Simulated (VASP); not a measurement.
Input of a VASP 6.6.1 run:

File INCAR:

```
  PREC = Accurate
  ENCUT = 520
  EDIFF = 1E-6
  ISMEAR = -1
  SIGMA = 0.1
  LREAL = False
  LASPH = True
  NELM = 80
  ALGO = Normal
  ISIF = 2
  LWAVE = False
  LCHARG = False
  GGA = PS
  NBANDS = 24
```

The input KPOINTS:

```
Automatic mesh
0
Gamma
  8 8 6
```

POSCAR

```
SrCuGe
1.0
    4.1540630000      0.0000000000      0.0000000000
   -2.0770320000      3.5975240000      0.0000000000
    0.0000000000      0.0000000000      4.6702280000
Sr Cu Ge
1 1 1
Direct
    0.6666666667      0.3333333333      0.0000000000
    0.0000000000      0.0000000000      0.5000000000
    0.3333333333      0.6666666667      0.5000000000
```

Potentials or basis: VASP PAW PBE potentials, release 64 (Sr_sv, Cu, Ge_d).

Run with:

```sh
$ cat potpaw_PBE.64/Sr_sv/POTCAR potpaw_PBE.64/Cu/POTCAR potpaw_PBE.64/Ge_d/POTCAR > POTCAR
$ mpirun -np 1 vasp_std > vasp.out
```

What does it give for the pressure?

-1.1 GPa.

Stress tensor (GPa, compression positive):
```
-0.81  0.00  0.00
 0.00 -0.81  0.00
 0.00  0.00 -1.53
```

Caveat: the PAW data sets were made with another functional, which shifts forces and pressure a little.
